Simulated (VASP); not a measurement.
# WS2 in VASP: a series of runs, part 2 of 2

VASP 6.6.1. The steps go on from the part before.

### Step 3. Single point, PBEsol (volume scaled by 0.94)

The input, INCAR:

```
SYSTEM = WS2
PREC = Accurate ; ENCUT = 520
EDIFF = 1E-6 ; ISMEAR = -1
SIGMA = 0.05 ; LREAL = .FALSE.
LASPH = .TRUE. ; NELM = 60
ALGO = Normal ; ISIF = 2
LWAVE = .FALSE. ; LCHARG = .FALSE.
GGA = PS ; NBANDS = 35
```

The input, KPOINTS:

```
regular mesh
0
G
  10 10 2
  0 0 0
```

The input, POSCAR:

```
WS2
1.0
    3.1182268867      0.0000000000      0.0000000000
   -1.5591134434      2.7004636986      0.0000000000
    0.0000000000      0.0000000000     23.1855916902
W S
2 4
Direct
    0.6666666667      0.3333333333      0.3626824600
    0.3333333333      0.6666666667      0.6373175400
    0.6666666667      0.3333333333      0.7031838900
    0.3333333333      0.6666666667      0.4285581700
    0.6666666667      0.3333333333      0.5714418300
    0.3333333333      0.6666666667      0.2968161100
```

Potentials or basis: VASP PAW PBE potentials, release 64 (W_sv, S).

Started as:

```bash
$ cat potpaw_PBE.64/W_sv/POTCAR potpaw_PBE.64/S/POTCAR > POTCAR
$ mpirun -np 1 vasp_std > vasp.out
```

OUTCAR:

```text
SYSTEM = WS2
   PREC = Accurate
   ENCUT = 520
   EDIFF = 1E-6
   ISMEAR = -1
   LREAL = .FALSE.
   LASPH = .TRUE.
   NELM = 60
   ISIF = 2
   GGA = PS

 ion  position               nearest neighbor table
   1  0.667  0.333  0.363-   6 2.36   6 2.36   6 2.36   4 2.36   4 2.36   4 2.36
   2  0.333  0.667  0.637-   3 2.36   3 2.36   3 2.36   5 2.36   5 2.36   5 2.36
   3  0.667  0.333  0.703-   2 2.36   2 2.36   2 2.36
   4  0.333  0.667  0.429-   1 2.36   1 2.36   1 2.36
   5  0.667  0.333  0.571-   2 2.36   2 2.36   2 2.36
   6  0.333  0.667  0.297-   1 2.36   1 2.36   1 2.36

  LATTYP: Found a hexagonal cell.
 ALAT       =     3.1182268867
 C/A-ratio  =     7.4355050266

  Lattice vectors:

 A1 = (   3.1182268867,   0.0000000000,   0.0000000000)
 A2 = (  -1.5591134434,   2.7004636986,   0.0000000000)
 A3 = (   0.0000000000,   0.0000000000,  23.1855916902)

Analysis of symmetry for initial positions (statically):
=====================================================================
 Subroutine PRICEL returns:
 Original cell was already a primitive cell.
[... 174 lines left out ...]
  free energy    TOTEN  =       -50.39497823 eV

  energy without entropy =      -50.39497822  energy(sigma->0) =      -50.39497823

 E-fermi :   2.1830     XC(G=0):  -6.3771

 val. band max:        1.4009560931   @ k =   0.0000   0.0000   0.0000
 cond. band min:       3.0938313602   @ k =   0.2000   0.2000   0.5000
 fundamental gap:      1.6928752671
 Fermi energy:         2.1829759567

 k-point     1 :       0.0000    0.0000    0.0000
  band No.  band energies     occupation
      1     -72.7602      2.00000
      2     -72.7602      2.00000
      3     -37.0892      2.00000
      4     -37.0892      2.00000
      5     -36.8723      2.00000
      6     -36.8723      2.00000
[... 901 lines left out ...]
     34       6.0035      0.00000
     35       6.7388      0.00000

 [... further k-points ...]
[... 5 lines left out ...]
  --------------------------------------------------------------------------------------
  -------------------------------------------------------------------------------------
  Total        4.4778686      4.4778686      6.7683371     -0.0000000      0.0000000      0.0000000
  in kB       36.7466445     36.7466445     55.5428711     -0.0000000      0.0000000      0.0000000
  external PRESSURE =      43.0120533 kB  Pullay stress =       0.0000000 kB

 VOLUME and BASIS-vectors are now :
 -----------------------------------------------------------------------------
  energy-cutoff  :      520.00
  volume of cell :      195.24
      direct lattice vectors                 reciprocal lattice vectors
     3.118226887  0.000000000  0.000000000     0.320695073  0.185153387  0.000000000
    -1.559113443  2.700463699  0.000000000     0.000000000  0.370306774  0.000000000
     0.000000000  0.000000000 23.185591690     0.000000000  0.000000000  0.043130234

 POSITION                                       TOTAL-FORCE (eV/Angst)
 -----------------------------------------------------------------------------------
      1.55911      0.90015      8.40901        -0.000000      0.000000     -0.010230
     -0.00000      1.80031     14.77658         0.000000     -0.000000      0.010230
      1.55911      0.90015     16.30373         0.000000      0.000000      1.115951
     -0.00000      1.80031      9.93637         0.000000      0.000000      1.132748
      1.55911      0.90015     13.24922         0.000000     -0.000000     -1.132748
     -0.00000      1.80031      6.88186         0.000000     -0.000000     -1.115951
 -----------------------------------------------------------------------------------
    total drift:                                0.000000     -0.000000      0.000000

  FREE ENERGIE OF THE ION-ELECTRON SYSTEM (eV)
  ---------------------------------------------------
  free  energy   TOTEN  =       -50.3949782302 eV

  energy  without entropy=      -50.3949782235  energy(sigma->0) =      -50.39497823
```

OSZICAR:

```text
N       E                     dE             d eps       ncg     rms          rms(c)
DAV:   1     0.499802810053E+03    0.49980E+03   -0.28159E+04  2272   0.134E+03
DAV:   2    -0.184311935666E+02   -0.51823E+03   -0.50248E+03  2423   0.355E+02
DAV:   3    -0.518549710014E+02   -0.33424E+02   -0.32916E+02  2509   0.876E+01
[... 14 lines left out ...]
DAV:  18    -0.503949303389E+02   -0.38078E-04   -0.26543E-06  1813   0.477E-03    0.597E-03
DAV:  19    -0.503949589716E+02   -0.28633E-04   -0.10912E-06  1703   0.329E-03    0.484E-03
DAV:  20    -0.503949700850E+02   -0.11113E-04   -0.50026E-07  1666   0.235E-03    0.210E-03
DAV:  21    -0.503949775154E+02   -0.74304E-05   -0.52156E-07  1655   0.175E-03    0.255E-03
DAV:  22    -0.503949782302E+02   -0.71482E-06   -0.44725E-08  1309   0.995E-04
   1 F= -.50394978E+02 E0= -.50394978E+02  d E =-.673456E-08
```

Run time: 4.3 min. Hardware: 1 thread of Intel Xeon Platinum 8488C (Sapphire Rapids), shared host; peak memory 0.39 GiB.

What came out:

```yaml
Free_energy: -50.3950 eV
Largest_force: 1.133 eV/Å
Band_gap_on_the_k_mesh: 1.69 eV, indirect (least direct gap 2.30 eV)
```

Forces in eV/Å, atoms in the order of the input:
```
W    0.000  0.000 -0.010
W    0.000  0.000  0.010
S    0.000  0.000  1.116
S    0.000  0.000  1.133
S    0.000  0.000 -1.133
S    0.000  0.000 -1.116
```

Levels at points of the mesh, in eV from the valence-band top:
| k point | band 22 | band 23 | band 24 | band 25 | band 26 | band 27 | band 28 | band 29 | band 30 | band 31 |
| --- | --- | --- | --- | --- | --- | --- | --- | --- | --- | --- |
| (0.00, 0.00, 0.00) | -2.08 | -2.07 | -2.07 | -0.60 | 0.00 | 2.73 | 2.73 | 2.73 | 2.73 | 3.00 |
| (0.50, 0.00, 0.00) | -2.48 | -1.64 | -1.58 | -1.37 | -1.32 | 2.73 | 2.74 | 3.16 | 3.27 | 3.72 |
| (0.00, 0.00, 0.50) | -2.08 | -2.07 | -2.07 | -0.60 | 0.00 | 2.73 | 2.73 | 2.73 | 2.73 | 3.00 |
| (0.50, 0.00, 0.50) | -2.48 | -1.64 | -1.58 | -1.37 | -1.32 | 2.73 | 2.74 | 3.16 | 3.27 | 3.72 |

Caveat: the PAW data sets were made with another functional, which shifts forces and pressure a little; spin-orbit coupling is left out, which moves the levels of the heavy elements.

### Step 4. Single point, PBEsol (volume scaled by 0.96)

The input, INCAR:

```
ALGO = Normal ; EDIFF = 1E-6
ENCUT = 520 ; GGA = PS
ISIF = 2 ; ISMEAR = -1
LASPH = T ; LCHARG = T
LELF = T ; LREAL = F
LVHAR = T ; LWAVE = F
NBANDS = 35 ; NELM = 100
PREC = Accurate ; SIGMA = 0.05
```

The input, KPOINTS:

```
k-points
0
Gamma
  10 10 2
```

Edit POSCAR of step 3 so:

```diff
@@ -2,5 +2,5 @@
 1.0
-    3.1182268867      0.0000000000      0.0000000000
-   -1.5591134434      2.7004636986      0.0000000000
-    0.0000000000      0.0000000000     23.1855916902
+    3.1401869545      0.0000000000      0.0000000000
+   -1.5700934773      2.7194816752      0.0000000000
+    0.0000000000      0.0000000000     23.3488758846
 W S
```

Started as:

```bash
$ cat potpaw_PBE.64/W_sv/POTCAR potpaw_PBE.64/S/POTCAR > POTCAR
$ mpirun -np 1 vasp_std > vasp.out
```

Wall time 3.5 min (1 thread of Intel Xeon Platinum 8488C (Sapphire Rapids), shared host); peak memory 0.4 GiB.

Results (log left out):

| Property | Result |
| --- | --- |
| Free energy | -50.4795 eV |
| Largest force | 0.700 eV/Å |
| Band gap on the k mesh | 1.68 eV, indirect (least direct gap 2.24 eV) |

Forces on the atoms (eV/Å):
```
W    0.000  0.000 -0.009
W    0.000  0.000  0.009
S    0.000  0.000  0.680
S    0.000  0.000  0.700
S    0.000  0.000 -0.700
S    0.000  0.000 -0.680
```

Levels at points of the mesh, in eV from the valence-band top:
```
           k point  band 23  band 24  band 25  band 26  band 27  band 28  band 29  band 30
(0.00, 0.00, 0.00)    -2.03    -2.03    -0.56     0.00     2.67     2.67     2.68     2.68
(0.50, 0.00, 0.00)    -1.63    -1.58    -1.34    -1.29     2.65     2.67     3.09     3.19
(0.00, 0.00, 0.50)    -2.03    -2.03    -0.56     0.00     2.67     2.67     2.68     2.68
(0.50, 0.00, 0.50)    -1.63    -1.58    -1.34    -1.29     2.65     2.67     3.09     3.19
```

Caveat: the PAW data sets were made with another functional, which shifts forces and pressure a little; spin-orbit coupling is left out, which moves the levels of the heavy elements.

### Step 5. Single point, PBEsol (volume scaled by 0.98)

The input, INCAR:

```
SYSTEM = WS2
  ALGO = Normal
  EDIFF = 1E-7
  ENCUT = 520
  GGA = PS
  ISIF = 2
  ISMEAR = -1
  LASPH = .TRUE.
  LCHARG = .FALSE.
  LREAL = .FALSE.
  LWAVE = .FALSE.
  NBANDS = 35
  NELM = 60
  PREC = Accurate
  SIGMA = 0.05
```

The input, KPOINTS:

```
k-points
0
G
  10 10 2
  0 0 0
```

Edit POSCAR of step 4 so:

```diff
@@ -2,5 +2,5 @@
 1.0
-    3.1401869545      0.0000000000      0.0000000000
-   -1.5700934773      2.7194816752      0.0000000000
-    0.0000000000      0.0000000000     23.3488758846
+    3.1618441006      0.0000000000      0.0000000000
+   -1.5809220503      2.7382373139      0.0000000000
+    0.0000000000      0.0000000000     23.5099077035
 W S
```

Started as:

```bash
$ cat potpaw_PBE.64/W_sv/POTCAR potpaw_PBE.64/S/POTCAR > POTCAR
$ mpirun -np 1 vasp_std > vasp.out
```

Run time: 4 min. Hardware: 1 thread of Intel Xeon Platinum 8488C (Sapphire Rapids), shared host; peak memory 0.4 GiB.

Results (log left out):

| Item | Value |
| --- | --- |
| Free energy | -50.5116 eV |
| Largest force | 0.301 eV/Å |
| Band gap on the k mesh | 1.67 eV, indirect (least direct gap 2.18 eV) |

Forces in eV/Å, atoms in the order of the input:
```
W    0.000  0.000 -0.008
W    0.000  0.000  0.008
S    0.000  0.000  0.278
S    0.000  0.000  0.301
S    0.000  0.000 -0.301
S    0.000  0.000 -0.278
```

Levels at points of the mesh, in eV from the valence-band top:
```
           k point  band 23  band 24  band 25  band 26  band 27  band 28  band 29  band 30
(0.00, 0.00, 0.00)    -1.99    -1.99    -0.53     0.00     2.62     2.62     2.63     2.63
(0.50, 0.00, 0.00)    -1.62    -1.58    -1.31    -1.26     2.58     2.60     3.01     3.11
(0.00, 0.00, 0.50)    -1.99    -1.99    -0.53     0.00     2.62     2.62     2.63     2.63
(0.50, 0.00, 0.50)    -1.62    -1.58    -1.31    -1.26     2.58     2.60     3.01     3.11
```

Caveat: the PAW data sets were made with another functional, which shifts forces and pressure a little; spin-orbit coupling is left out, which moves the levels of the heavy elements.

### Step 6. Single point, PBEsol

The input, INCAR:

```
SYSTEM = WS2
ALGO = Normal
EDIFF = 1E-7
ENCUT = 520
GGA = PS
ISIF = 2
ISMEAR = -1
LASPH = .TRUE.
LCHARG = .FALSE.
LREAL = .FALSE.
LWAVE = .FALSE.
NBANDS = 35
NELM = 100
PREC = Accurate
SIGMA = 0.05
```

KPOINTS is that of step 5.

Edit POSCAR of step 5 so:

```diff
@@ -2,5 +2,5 @@
 1.0
-    3.1618441006      0.0000000000      0.0000000000
-   -1.5809220503      2.7382373139      0.0000000000
-    0.0000000000      0.0000000000     23.5099077035
+    3.1832085602      0.0000000000      0.0000000000
+   -1.5916042801      2.7567394786      0.0000000000
+    0.0000000000      0.0000000000     23.6687632500
 W S
```

Potentials or basis: VASP PAW PBE potentials, release 64 (W_sv, S).

Started as:

```bash
$ cat potpaw_PBE.64/W_sv/POTCAR potpaw_PBE.64/S/POTCAR > POTCAR
$ mpirun -np 1 vasp_std > vasp.out
```

Wall time 4.9 min (1 thread of Intel Xeon Platinum 8488C (Sapphire Rapids), shared host); peak memory 0.39 GiB.

Results (log left out):

```yaml
Free_energy: -50.4967 eV
Largest_force: 0.094 eV/Å
Band_gap_on_the_k_mesh: 1.66 eV, indirect (least direct gap 2.12 eV)
```

Forces on the atoms (eV/Å):
```
W    0.000  0.000 -0.007
W    0.000  0.000  0.007
S    0.000  0.000 -0.094
S    0.000  0.000 -0.069
S    0.000  0.000  0.069
S    0.000  0.000  0.094
```

Levels at points of the mesh, in eV from the valence-band top:
```csv
k point,band 22,band 23,band 24,band 25,band 26,band 27,band 28,band 29,band 30,band 31
"(0.00, 0.00, 0.00)",-1.97,-1.96,-1.96,-0.49,0.00,2.58,2.58,2.58,2.58,2.76
"(0.50, 0.00, 0.00)",-2.39,-1.62,-1.57,-1.28,-1.23,2.52,2.53,2.94,3.03,3.58
"(0.00, 0.00, 0.50)",-1.97,-1.96,-1.96,-0.49,0.00,2.58,2.58,2.58,2.58,2.76
"(0.50, 0.00, 0.50)",-2.39,-1.62,-1.57,-1.28,-1.23,2.52,2.53,2.94,3.03,3.58
```

Caveat: the PAW data sets were made with another functional, which shifts forces and pressure a little; spin-orbit coupling is left out, which moves the levels of the heavy elements.

### Step 7. Summary

```tsv
level	cell	gap on the mesh (eV)	largest force (eV/Å)
PBE	a = 3.183, b = 3.183, c = 23.669 Å, angles 90.0, 90.0, 120.0°, 6 atoms	1.68	0.27
PBEsol	a = 3.118, b = 3.118, c = 23.186 Å, angles 90.0, 90.0, 120.0°, 6 atoms	1.69	1.13
PBEsol	a = 3.140, b = 3.140, c = 23.349 Å, angles 90.0, 90.0, 120.0°, 6 atoms	1.68	0.70
PBEsol	a = 3.162, b = 3.162, c = 23.510 Å, angles 90.0, 90.0, 120.0°, 6 atoms	1.67	0.30
PBEsol	a = 3.183, b = 3.183, c = 23.669 Å, angles 90.0, 90.0, 120.0°, 6 atoms	1.66	0.09
```

Alike in all rows: task single point; potentials or basis VASP PAW PBE potentials, release 64 (W_sv, S); no spin polarisation; k mesh 10 × 10 × 2; cutoff (eV) 520; smearing fermi-dirac 0.05 eV.

Caveats: spin-orbit coupling is left out, which moves the levels of the heavy elements; the PAW data sets were made with another functional, which shifts forces and pressure a little (some runs).

Total energies depend on the potentials used, so only differences within one code and one set of settings carry meaning.
